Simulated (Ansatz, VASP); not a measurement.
## Two plane-wave programs on WS

```xyz
2
Lattice="0.0000 2.7420 2.7420 2.7420 0.0000 2.7420 2.7420 2.7420 0.0000" Properties=species:S:1:pos:R:3 pbc="T T T"
W     0.0000    0.0000    0.0000
S     2.7420    2.7420    2.7420
```

Alike in both runs: task relaxation of cell and atoms; functional PBE; k mesh 14 × 14 × 14; occupations gaussian, width 0.1 eV; no spin polarisation; Hubbard terms W d U = 6.2 eV.

|  | VASP | Ansatz |
| --- | --- | --- |
| version | VASP 6.6.1 | Ansatz 0.2.0 |
| potentials or method | VASP PAW PBE potentials, release 64 (W_sv, S), cutoff 600 eV | scalar-relativistic, plane waves, PAW |
| valence electrons in the cell | 20 | 20 |

Ansatz gave:

```
gap on the k mesh at the Fermi level, each at its own relaxed structure (eV)  : none
relaxed volume (Å³/atom)                                                      : 16.35
relaxed length of the cell vector where the two differ most in proportion (Å) : 3.589
```

Question: Which values does VASP return?

Answer: gap on the k mesh at the Fermi level, each at its own relaxed structure (eV): none; relaxed volume (Å³/atom): 15.86; relaxed length of the cell vector where the two differ most in proportion (Å): 3.553.

The programs project onto different local orbitals, so the same U acts differently, and such runs can settle in different states. A gap of «none» marks a metal or a gap that the smearing closes. Ansatz's warnings: filled band counts differ across k points.

Neither program's run includes spin-orbit coupling. Noted on VASP's run: the volume moved by over 15 % at a fixed basis, so the end points are rough.
